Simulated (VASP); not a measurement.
# Na16H (a cell with a defect) in VASP: further runs

Na16H (a cell with a defect) is run at these levels: PBE+D3(BJ); tasks: single point.

Everything below comes from runs of VASP 6.6.1. Logs are shortened: lines on timing, memory, paths and dates and some standing lists are left out, and cuts for length are marked.

### Step 1. The cell of the first run

The cell holds a defect, 17 atoms: a = 8.460 Å, b = 8.460 Å, c = 8.460 Å, α = 90.00°, β = 90.00°, γ = 90.00°.

### Step 2. Single point, PBE+D3(BJ)

INCAR reads:

```
SYSTEM = Na16H
  PREC = Accurate
  ENCUT = 520
  EDIFF = 1E-6
  ISMEAR = -1
  SIGMA = 0.05
  LREAL = Auto
  LASPH = .True.
  NELM = 80
  ALGO = Normal
  ISIF = 2
  LWAVE = .False.
  LCHARG = .True.
  GGA = PE
  IVDW = 12
  LELF = .True.
  LVHAR = .True.
  NBANDS = 70
```

KPOINTS reads:

```
Automatic mesh
0
Gamma
  2 2 2
  0 0 0
```

POSCAR reads:

```
Na16H
1.0
    8.4600000000      0.0000000000      0.0000000000
    0.0000000000      8.4600000000      0.0000000000
    0.0000000000      0.0000000000      8.4600000000
Na H
16 1
Direct
   -0.0056442080     -0.0002056738      0.0036960993
    0.4998241135     -0.0001946809      0.0165096927
    0.0243306147      0.4997914894     -0.0294859338
   -0.0107340426     -0.0001809693      0.5035693853
    0.2416963357      0.2543281324      0.2550176123
    0.4644449173      0.4998094563     -0.0237020095
    0.5047329787     -0.0001633570      0.4910385343
    0.7551957447      0.2695521277      0.2498165485
    0.0220537825      0.4998682033      0.5373117021
    0.2417023641      0.7453880615      0.2549897163
    0.2529151300      0.2232836879      0.7510607565
    0.4748946809      0.4999157210      0.5252000000
    0.7551943262      0.7301307329      0.2498068558
    0.7402164303      0.2507970449      0.7575749409
    0.2529393617      0.7765297872      0.7509398345
    0.7402250591      0.7489101655      0.7575612293
    0.2215067376      0.4999403073      0.7547495272
```

Potentials or basis: VASP PAW PBE potentials, release 64 (Na_pv, H).

Run with:

```console
cat potpaw_PBE.64/Na_pv/POTCAR potpaw_PBE.64/H/POTCAR > POTCAR
mpirun -np 1 vasp_std > vasp.out
```

OUTCAR:

```text
SYSTEM = Na16H
   PREC = Accurate
   ENCUT = 520
   EDIFF = 1E-6
   ISMEAR = -1
   LREAL = Auto
   LASPH = .True.
   NELM = 80
   ISIF = 2
   GGA = PE
   IVDW = 12
 IVDW          = 12

 ion  position               nearest neighbor table
   1  0.994  1.000  0.004-
   2  0.500  1.000  0.017-
   3  0.024  0.500  0.971-
   4  0.989  1.000  0.504-
   5  0.242  0.254  0.255-
   6  0.464  0.500  0.976-
[... 9 lines left out ...]
  16  0.740  0.749  0.758-
  17  0.222  0.500  0.755-

  LATTYP: Found a simple cubic cell.
 ALAT       =     8.4600000000

  Lattice vectors:

 A1 = (   8.4600000000,   0.0000000000,   0.0000000000)
 A2 = (   0.0000000000,   8.4600000000,   0.0000000000)
 A3 = (   0.0000000000,   0.0000000000,   8.4600000000)

Analysis of symmetry for initial positions (statically):
=====================================================================
 Subroutine PRICEL returns:
 Original cell was already a primitive cell.

 Routine SETGRP: Setting up the symmetry group for a
 simple cubic supercell.

 Subroutine GETGRP returns: Found  1 space group operations
 (whereof  1 operations were pure point group operations)
 out of a pool of 48 trial point group operations.

The static configuration has the point symmetry C_1 .

Analysis of symmetry for dynamics (positions and initial velocities):
=====================================================================
 Subroutine PRICEL returns:
 Original cell was already a primitive cell.

 Routine SETGRP: Setting up the symmetry group for a
 simple cubic supercell.

 Subroutine GETGRP returns: Found  1 space group operations
 (whereof  1 operations were pure point group operations)
 out of a pool of 48 trial point group operations.

The dynamic configuration has the point symmetry C_1 .

 Subroutine INISYM returns: Found  1 space group operations
 (whereof  1 operations are pure point group operations),
 and found     1 'primitive' translations

----------------------------------------------------------------------------------------

                                     Primitive cell

  volume of cell :     605.4957

  direct lattice vectors                    reciprocal lattice vectors
     8.460000000  0.000000000  0.000000000     0.118203310  0.000000000  0.000000000
     0.000000000  8.460000000  0.000000000     0.000000000  0.118203310  0.000000000
     0.000000000  0.000000000  8.460000000     0.000000000  0.000000000  0.118203310

  length of vectors
     8.460000000  8.460000000  8.460000000     0.118203310  0.118203310  0.118203310

  position of ions in fractional coordinates (direct lattice)
     0.994355792  0.999794326  0.003696099
     0.499824113  0.999805319  0.016509693
     0.024330615  0.499791489  0.970514066
     0.989265957  0.999819031  0.503569385
     0.241696336  0.254328132  0.255017612
     0.464444917  0.499809456  0.976297991
[... 9 lines left out ...]
     0.740225059  0.748910165  0.757561229
     0.221506738  0.499940307  0.754749527

  ion indices of the primitive-cell ions
   primitive index   ion index
                 1           1
                 2           2
                 3           3
                 4           4
                 5           5
                 6           6
[... 9 lines left out ...]
                16          16
                17          17

----------------------------------------------------------------------------------------

 KPOINTS: Automatic mesh

Automatic generation of k-mesh.
 Grid dimensions read from file:
 generate k-points for:    2    2    2

 Generating k-lattice:

  Cartesian coordinates                     Fractional coordinates (reciprocal lattice)
     0.059101655  0.000000000  0.000000000     0.500000000  0.000000000  0.000000000
     0.000000000  0.059101655  0.000000000     0.000000000  0.500000000  0.000000000
     0.000000000  0.000000000  0.059101655     0.000000000  0.000000000  0.500000000

  Length of vectors
     0.059101655  0.059101655  0.059101655

  Shift w.r.t. Gamma in fractional coordinates (k-lattice)
     0.000000000  0.000000000  0.000000000

 Subroutine IBZKPT returns following result:
 ===========================================

 Found      8 irreducible k-points:

 Following reciprocal coordinates:
            Coordinates               Weight
  0.000000  0.000000  0.000000      1.000000
  0.500000  0.000000  0.000000      1.000000
  0.000000  0.500000  0.000000      1.000000
  0.000000  0.000000  0.500000      1.000000
  0.500000  0.500000  0.000000      1.000000
  0.000000  0.500000  0.500000      1.000000
  0.500000  0.000000  0.500000      1.000000
  0.500000  0.500000  0.500000      1.000000
   k-points           NKPTS =      8   k-points in BZ     NKDIM =      8   number of bands    NBANDS=     70
   number of dos      NEDOS =    301   number of ions     NIONS =     17
   total plane-waves  NPLWV = 262144
   dimension x,y,z NGX =    64 NGY =   64 NGZ =   64
[... 25 lines left out ...]
   NELECT =     113.0000    total number of electrons
   NUPDOWN=      -1.0000    fix difference up-down
   EMIN   =  10.00;   EMAX   =-10.00  energy-range for DOS
   EFERMI =   0.00;   METHOD = LEGACY
   ISMEAR =    -1;   SIGMA  =   0.05  broadening in eV -4-tet -1-fermi 0-gaus
   EFERMI_NEDOS =   21; number of points for ismear=-14 and -15
   IALGO  =     38    algorithm
   IMIX   =      4    mixing-type and parameters
     AMIX     =   0.40;   BMIX     =  1.00
     AMIX_MAG =   1.60;   BMIX_MAG =  1.00
  volume/ion in A,a.u.               =      35.62       240.36
  Fermi-wavevector in a.u.,A,eV,Ry     =   0.935543  1.767921 11.908383  0.875241
  Thomas-Fermi vector in A             =   2.062462
   LORBIT       =      0    0 simple, 1 ext, 2 COOP (PROOUT), +10 PAW based schemes
   GGA     = PE    functional components
   LHFCALC =     F    Hartree Fock is set to
   AEXX    =    0.0000 exact exchange contribution
   IVDW    =    12    specifies the selected vdW correction
   LEPSILON=     F    determine dielectric tensor
   LRPA    =     F    only Hartree local field effects (RPA)
 non-spin polarized calculation
  energy-cutoff  :      520.00
  volume of cell :      605.50
 maximum number of plane-waves:     16384
 NGX is ok and might be reduce to    64
   NGX = 31   NGY = 31   NGZ = 31

 number of electron     113.0000013 magnetization

 Free energy of the ion-electron system (eV)
  ---------------------------------------------------
  ext. energy  EPLUGINS =         0.00000000
  ---------------------------------------------------
  free energy    TOTEN  =       -23.99262200 eV

  energy without entropy =      -23.83920308  energy(sigma->0) =      -23.91591254

 E-fermi :   0.1803     XC(G=0):  -6.4736

 val. band max:        0.1486859874   @ k =   0.5000   0.5000   0.0000
 cond. band min:       0.1866167828   @ k =   0.0000   0.5000   0.5000
 fundamental gap:      0.0379307954
 Fermi energy:         0.1802678989

 k-point     1 :       0.0000    0.0000    0.0000
  band No.  band energies     occupation
      1     -24.7853      2.00000
      2     -24.7790      2.00000
      3     -24.7782      2.00000
      4     -24.7778      2.00000
      5     -24.7772      2.00000
      6     -24.7763      2.00000
[... 60 lines left out ...]
     67       1.4811      0.00000
     68       2.4768      0.00000

 k-point     2 :       0.5000    0.0000    0.0000
  band No.  band energies     occupation
      1     -24.7853      2.00000
      2     -24.7789      2.00000
      3     -24.7781      2.00000
      4     -24.7778      2.00000
      5     -24.7772      2.00000
      6     -24.7763      2.00000
[... 60 lines left out ...]
     67       2.0009      0.00000
     68       2.0296      0.00000

 k-point     3 :       0.0000    0.5000    0.0000
  band No.  band energies     occupation
      1     -24.7842      2.00000
      2     -24.7798      2.00000
      3     -24.7780      2.00000
      4     -24.7777      2.00000
      5     -24.7773      2.00000
      6     -24.7768      2.00000
[... 344 lines left out ...]
     67       2.5098      0.00000
     68       2.5620      0.00000

 k-point     8 :       0.5000    0.5000    0.5000
  band No.  band energies     occupation
      1     -24.7841      2.00000
      2     -24.7798      2.00000
      3     -24.7780      2.00000
      4     -24.7777      2.00000
      5     -24.7773      2.00000
      6     -24.7767      2.00000
[... 60 lines left out ...]
     67       2.5107      0.00000
     68       2.5327      0.00000
 [bands above 68 left out]

------------------------ aborting loop because EDIFF is reached ----------------------------------------

 Edisp (eV)   -2.47871

 E8    (eV) :    -1.2023

  FORCE on cell =-STRESS in cart. coord.  units (eV):
  Direction    XX          YY          ZZ          XY          YZ          ZX
  --------------------------------------------------------------------------------------
  -------------------------------------------------------------------------------------
  Total      -3.37667    -2.95425    -3.30670    -0.00008     0.00040    -0.03578
  in kB      -8.93486    -7.81712    -8.74971    -0.00020     0.00106    -0.09468
  external pressure =       -8.50 kB  Pullay stress =        0.00 kB

 VOLUME and BASIS-vectors are now :
 -----------------------------------------------------------------------------
  energy-cutoff  :      520.00
  volume of cell :      605.50
      direct lattice vectors                 reciprocal lattice vectors
     8.460000000  0.000000000  0.000000000     0.118203310  0.000000000  0.000000000
     0.000000000  8.460000000  0.000000000     0.000000000  0.118203310  0.000000000
     0.000000000  0.000000000  8.460000000     0.000000000  0.000000000  0.118203310

 POSITION                                       TOTAL-FORCE (eV/Angst)
 -----------------------------------------------------------------------------------
      8.41225      8.45826      0.03127        -0.004856      0.000307      0.007041
      4.22851      8.45835      0.13967         0.003408      0.000211     -0.000530
      0.20584      4.22824      8.21055         0.021431      0.000569     -0.018684
      8.36919      8.45847      4.26020        -0.005900      0.000359     -0.009560
      2.04475      2.15162      2.15745         0.003769     -0.009051      0.000030
      3.92920      4.22839      8.25948         0.005868      0.000556      0.006918
[... 9 lines left out ...]
      6.26230      6.33578      6.40897        -0.000658      0.005131     -0.006225
      1.87395      4.22949      6.38518         0.028556     -0.000689      0.008301
 -----------------------------------------------------------------------------------
    total drift:                               -0.001076      0.000197     -0.000296

  FREE ENERGIE OF THE ION-ELECTRON SYSTEM (eV)
  ---------------------------------------------------
  free  energy   TOTEN  =       -26.4713311314 eV

  energy  without entropy=      -26.3179122108  energy(sigma->0) =      -26.39462167
```

It took 5.1 min on 1 thread of Intel Xeon 8259CL, shared host; peak memory 0.65 GiB.

Results:

* Free energy: -26.4713 eV
* Pressure: -0.9 GPa
* Largest force: 0.044 eV/Å
* Band gap on the k mesh: zero (an odd number of electrons rules out a gap without spin polarisation)
* Dispersion energy per atom: -0.146 eV

Forces in eV/Å, atoms in the order of the input:
```
Na  -0.005  0.000  0.007
Na   0.003  0.000 -0.001
Na   0.021  0.001 -0.019
Na  -0.006  0.000 -0.010
Na   0.004 -0.009  0.000
Na   0.006  0.001  0.007
Na   0.005  0.000 -0.004
Na  -0.013 -0.003  0.002
Na   0.020  0.000  0.016
Na   0.004  0.009  0.000
Na  -0.021  0.038 -0.001
Na  -0.012  0.000  0.003
Na  -0.013  0.003  0.002
Na  -0.001 -0.006 -0.006
Na  -0.021 -0.038  0.000
Na  -0.001  0.005 -0.006
H    0.029 -0.001  0.008
```

Caveat: the k points lie up to 0.37 Å⁻¹ apart, too coarse for converged energies and pressures of a metal.

### Step 3. Single point, PBE+D3(BJ)

INCAR reads:

```
ALGO = Normal
EDIFF = 1E-7
ENCUT = 520
GGA = PE
ISIF = 2
ISMEAR = -1
IVDW = 12
LASPH = True
LCHARG = True
LELF = True
LREAL = Auto
LVHAR = True
LWAVE = False
NBANDS = 70
NELM = 60
PREC = Accurate
SIGMA = 0.05
```

KPOINTS reads:

```
k-points
0
Gamma
  2 2 2
```

POSCAR reads:

```
Na16H
1.0
    8.4600000000      0.0000000000      0.0000000000
    0.0000000000      8.4600000000      0.0000000000
    0.0000000000      0.0000000000      8.4600000000
Na H
16 1
Direct
    0.0006810875     -0.0002964539      0.0058773050
    0.4933277778     -0.0003107565      0.0112341608
    0.0285159574      0.4997620567     -0.0218729314
   -0.0174494090     -0.0002861702      0.5014621749
    0.2432665485      0.2500390071      0.2642247045
    0.4630583924      0.4997105201     -0.0208718676
    0.5116095745     -0.0002886525      0.4955521277
    0.7508329787      0.2648088652      0.2419031915
    0.0087459811      0.4997274232      0.5225027187
    0.2432634752      0.7494386525      0.2642492908
    0.2501520095      0.2337735225      0.7461936170
    0.4884195035      0.4997322695      0.5143650118
    0.7508239953      0.7346204492      0.2419052009
    0.7450878251      0.2523381797      0.7596482270
    0.2501219858      0.7656314421      0.7462191489
    0.7450918440      0.7470911348      0.7596433806
    0.2442011820      0.4998632388      0.8002973995
```

Potentials or basis: VASP PAW PBE potentials, release 64 (Na_pv, H).

Run with:

```console
cat potpaw_PBE.64/Na_pv/POTCAR potpaw_PBE.64/H/POTCAR > POTCAR
mpirun -np 1 vasp_std > vasp.out
```

Wall time 5.3 min (1 thread of Intel Xeon 8259CL, shared host); peak memory 0.66 GiB.

Results (log left out):

- Free energy: -26.4675 eV
- Pressure: -0.8 GPa
- Largest force: 0.020 eV/Å
- Band gap on the k mesh: zero (an odd number of electrons rules out a gap without spin polarisation)
- Dispersion energy per atom: -0.146 eV

Forces in eV/Å, atoms in the order of the input:
```
Na   0.002  0.000 -0.003
Na   0.002  0.000 -0.002
Na  -0.006  0.000  0.001
Na   0.005  0.000  0.003
Na   0.006  0.000 -0.004
Na   0.012  0.000  0.013
Na  -0.004  0.000  0.006
Na  -0.005  0.000  0.001
Na   0.005  0.000  0.003
Na   0.006 -0.001 -0.004
Na  -0.007 -0.017 -0.005
Na  -0.005  0.000  0.001
Na  -0.005  0.000  0.001
Na   0.000  0.000 -0.001
Na  -0.007  0.018 -0.005
Na   0.000  0.001 -0.001
H    0.001 -0.002 -0.005
```

Stress tensor (GPa, compression positive):
```
-0.84  0.00 -0.01
 0.00 -0.76  0.00
-0.01  0.00 -0.85
```

Levels at points of the mesh, in eV from the Fermi level:
| k point | band 54 | band 55 | band 56 | band 57 | band 58 | band 59 |
| --- | --- | --- | --- | --- | --- | --- |
| (0.00, 0.00, 0.00) | -1.00 | -0.96 | -0.17 | 0.85 | 0.86 | 0.86 |
| (0.50, 0.00, 0.00) | -0.48 | -0.47 | -0.46 | -0.45 | -0.43 | 0.50 |
| (0.00, 0.50, 0.00) | -0.48 | -0.48 | -0.48 | -0.48 | -0.47 | 0.61 |
| (0.00, 0.00, 0.50) | -0.48 | -0.47 | -0.46 | -0.45 | -0.44 | 0.49 |
| (0.50, 0.50, 0.00) | -0.02 | 0.02 | 0.03 | 0.04 | 0.06 | 0.06 |
| (0.00, 0.50, 0.50) | -0.02 | 0.02 | 0.03 | 0.04 | 0.05 | 0.05 |
| (0.50, 0.00, 0.50) | -0.02 | 0.03 | 0.03 | 0.03 | 0.03 | 0.08 |
| (0.50, 0.50, 0.50) | -1.52 | -1.49 | -1.45 | 0.14 | 2.22 | 2.25 |

Caveat: the k points lie up to 0.37 Å⁻¹ apart, too coarse for converged energies and pressures of a metal.

### Step 4. Single point, PBE+D3(BJ)

INCAR reads:

```
PREC = Accurate ; ENCUT = 520
EDIFF = 1E-6 ; ISMEAR = -1
SIGMA = 0.05 ; LREAL = Auto
LASPH = T ; NELM = 80
ALGO = Normal ; ISIF = 2
LWAVE = F ; LCHARG = F
GGA = PE ; IVDW = 12
NBANDS = 70
```

KPOINTS reads:

```
Automatic mesh
0
Gamma
  2 2 2
```

POSCAR reads:

```
Na16H
1.0
    8.4600000000      0.0000000000      0.0000000000
    0.0000000000      8.4600000000      0.0000000000
    0.0000000000      0.0000000000      8.4600000000
Na H
16 1
Direct
    0.0063537825     -0.0004416076      0.0008351064
    0.4906148936     -0.0004381797      0.0051907801
    0.0242742317      0.4995903073     -0.0094917258
   -0.0149251773     -0.0004180851      0.5065217494
    0.2454776596      0.2446343972      0.2674949173
    0.4727203310      0.4996027187     -0.0052137116
    0.5119460993     -0.0004145390      0.5021393617
    0.7509600473      0.2527080378      0.2397004728
   -0.0038420804      0.4996073286      0.5009273050
    0.2454788416      0.7545949173      0.2675108747
    0.2501087470      0.2480360520      0.7449234043
    0.5006321513      0.4996153664      0.4960673759
    0.7509618203      0.7464644208      0.2397079196
    0.7469205674      0.2558176123      0.7582289598
    0.2501267139      0.7511751773      0.7449315603
    0.7469268322      0.7433634752      0.7582290780
    0.2492712766      0.4997114657      0.8417079196
```

Run with:

```console
cat potpaw_PBE.64/Na_pv/POTCAR potpaw_PBE.64/H/POTCAR > POTCAR
mpirun -np 1 vasp_std > vasp.out
```

Run time: 4.6 min. Hardware: 1 thread of Intel Xeon 8259CL, shared host; peak memory 0.65 GiB.

It converged, with:

- Free energy: -26.4708 eV
- Pressure: -0.8 GPa
- Largest force: 0.018 eV/Å
- Band gap on the k mesh: zero (an odd number of electrons rules out a gap without spin polarisation)
- Dispersion energy per atom: -0.146 eV

Forces on the atoms (eV/Å):
```
Na   0.000  0.000  0.001
Na   0.000  0.000 -0.002
Na  -0.015  0.000  0.009
Na  -0.002  0.000 -0.002
Na   0.003 -0.003  0.000
Na   0.009  0.000  0.002
Na   0.001  0.000  0.001
Na  -0.001 -0.002 -0.002
Na  -0.001  0.000 -0.005
Na   0.003  0.003  0.000
Na   0.001  0.008  0.000
Na   0.001  0.000 -0.003
Na  -0.001  0.002 -0.002
Na   0.000  0.001  0.001
Na   0.001 -0.007  0.000
Na   0.000 -0.001  0.001
H    0.003 -0.002  0.001
```

Levels at points of the mesh, in eV from the Fermi level:
```tsv
k point	band 52	band 53	band 54	band 55	band 56	band 57	band 58	band 59	band 60	band 61
(0.00, 0.00, 0.00)	-1.01	-1.00	-1.00	-0.97	-0.17	0.84	0.86	0.86	0.86	0.87
(0.50, 0.00, 0.00)	-0.50	-0.49	-0.48	-0.47	-0.47	-0.47	-0.44	0.50	1.32	1.35
(0.00, 0.50, 0.00)	-0.49	-0.49	-0.48	-0.48	-0.48	-0.47	-0.46	0.55	1.34	1.34
(0.00, 0.00, 0.50)	-0.49	-0.49	-0.48	-0.48	-0.47	-0.47	-0.45	0.49	1.33	1.34
(0.50, 0.50, 0.00)	-2.04	-1.24	0.02	0.02	0.04	0.04	0.05	0.05	0.05	1.01
(0.00, 0.50, 0.50)	-2.05	-1.21	0.02	0.03	0.03	0.03	0.04	0.04	0.04	1.08
(0.50, 0.00, 0.50)	-2.03	-1.23	0.01	0.02	0.02	0.03	0.04	0.06	0.07	1.15
(0.50, 0.50, 0.50)	-1.53	-1.52	-1.52	-1.51	-1.48	0.14	2.27	2.28	2.29	2.29
```

Caveat: the k points lie up to 0.37 Å⁻¹ apart, too coarse for converged energies and pressures of a metal.

### Step 5. Summary

```csv
cell,gap on the mesh (eV),pressure (GPa),largest force (eV/Å)
"as given, atomic positions A",none,-0.9,0.04
"as given, atomic positions B",none,-0.8,0.02
"as given, atomic positions C",none,-0.8,0.02
```

Alike in all rows: task single point; level PBE+D3(BJ); potentials or basis VASP PAW PBE potentials, release 64 (Na_pv, H); no spin polarisation; k mesh 2 × 2 × 2; cutoff (eV) 520; smearing fermi-dirac 0.05 eV.

Caveats: all runs use coarse meshes.

Absolute energies hang on the potentials; compare differences alone.

The gap in the log of VASP goes by the Fermi energy; the results here count the filled bands.